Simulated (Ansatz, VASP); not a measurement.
# CoO in VASP and in Ansatz

INCAR

```
PREC = Accurate ; ENCUT = 520
EDIFF = 1E-6 ; ISMEAR = 0
SIGMA = 0.05 ; LREAL = False
LASPH = True ; NELM = 150
ALGO = Normal ; ISIF = 2
LWAVE = False ; LCHARG = True
ISPIN = 2 ; MAGMOM = 2.77 0
LORBIT = 11 ; LMAXMIX = 4
GGA = PE ; LELF = True
LVHAR = True ; NBANDS = 18
```

KPOINTS

```
Automatic mesh
0
Gamma
  14 14 14
```

POSCAR

```
CoO
1.0
    0.0000000000      2.1235103467      2.1235103467
    2.1235103467      0.0000000000      2.1235103467
    2.1235103467      2.1235103467      0.0000000000
Co O
1 1
Direct
    0.0000000000      0.0000000000      0.0000000000
    0.5000000000      0.5000000000      0.5000000000
```

Input for Ansatz:

```yaml
crystal:
  lattice:
    - [0.0, 2.1235103467, 2.1235103467]
    - [2.1235103467, 0.0, 2.1235103467]
    - [2.1235103467, 2.1235103467, 0.0]
  atoms:
    - { symbol: Co, position: [0.0, 0.0, 0.0], spin: 2.77 }
    - { symbol: O, position: [0.5, 0.5, 0.5] }
basis:
  ecutwfc: 420
  ecutrho_ratio: 4
kpoints:
  mp_grid: { grid: [14, 14, 14] }
hamiltonian:
  xc: pbe
scf:
  occupations: { method: gaussian, width: 0.05 }
output:
  forces: true
  stress: true
  eigenvalues: true
  populations: true
magnetization:
  spin_polarized: true
```

Alike in both runs: task single point; functional PBE; k mesh 14 × 14 × 14; occupations gaussian, width 0.05 eV; collinear spin.

|  | VASP | Ansatz |
| --- | --- | --- |
| version | VASP 6.6.1 | Ansatz 0.2.0 |
| potentials or method | VASP PAW PBE potentials, release 64 (Co, O), cutoff 520 eV | scalar-relativistic, plane waves, PAW |
| valence electrons in the cell | 15 | 23 |

VASP gave:

```
gap on the k mesh at the Fermi level (eV)                     : none
pressure (GPa)                                                : -0.3
net moment per atom (μB)                                      : 1.46
size of the moment on the site where the two differ most (μB) : 2.56
```

Problem. Estimate Ansatz's values.

Solution. gap on the k mesh at the Fermi level (eV): none; pressure (GPa): 0.3; net moment per atom (μB): 1.48; size of the moment on the site where the two differ most (μB): 2.51.

Site moments also hang on the region over which each program counts them. A gap of «none» marks a metal or a gap that the smearing closes. VASP's potentials hold 15 valence electrons a cell and Ansatz's 23, so a difference there can come from the potentials and not from the codes.
